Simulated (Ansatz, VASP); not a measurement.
**One calculation of SnO, two programs**

```
CELL_PARAMETERS angstrom
3.75213 0.00000 0.00000
0.00000 3.75213 0.00000
0.00000 0.00000 4.91526
ATOMIC_POSITIONS crystal
Sn 0.00000 0.50000 0.22874
Sn 0.50000 0.00000 0.77126
O 0.00000 0.00000 0.00000
O 0.50000 0.50000 0.00000
```

Change from the starting cell: strain -0.030 along x and y, -0.030 along z, atoms carried along.

Alike in both runs: task single point; functional PBE; k mesh 10 × 10 × 8; occupations gaussian, width 0.05 eV; no spin polarisation.

```csv
,VASP,Ansatz
version,VASP 6.6.1,Ansatz 0.2.0
potentials or method,"VASP PAW PBE potentials, release 64 (Sn_d, O), cutoff 520 eV","scalar-relativistic, plane waves, PAW"
valence electrons in the cell,40,40
```

Ansatz gave:

| Property | Result |
| --- | --- |
| gap on the k mesh at the Fermi level (eV) | 0.18 |
| least direct gap on the mesh (eV) | 2.02 |
| pressure (GPa) | 9.2 |
| traceless stress, the component that is largest in VASP (GPa) | -1.61 |
| rms of the force components (eV/Å) | 0.548 |

Problem. Estimate VASP's values.

Solution. gap on the k mesh at the Fermi level (eV): 0.19; least direct gap on the mesh (eV): 1.99; pressure (GPa): 9.5; traceless stress, the component that is largest in VASP (GPa): -1.60; rms of the force components (eV/Å): 0.590.

Atom by atom the forces differ by 0.042 eV/Å (rms over components). With one functional, cell and mesh, what is left measures potentials, basis and numerics.
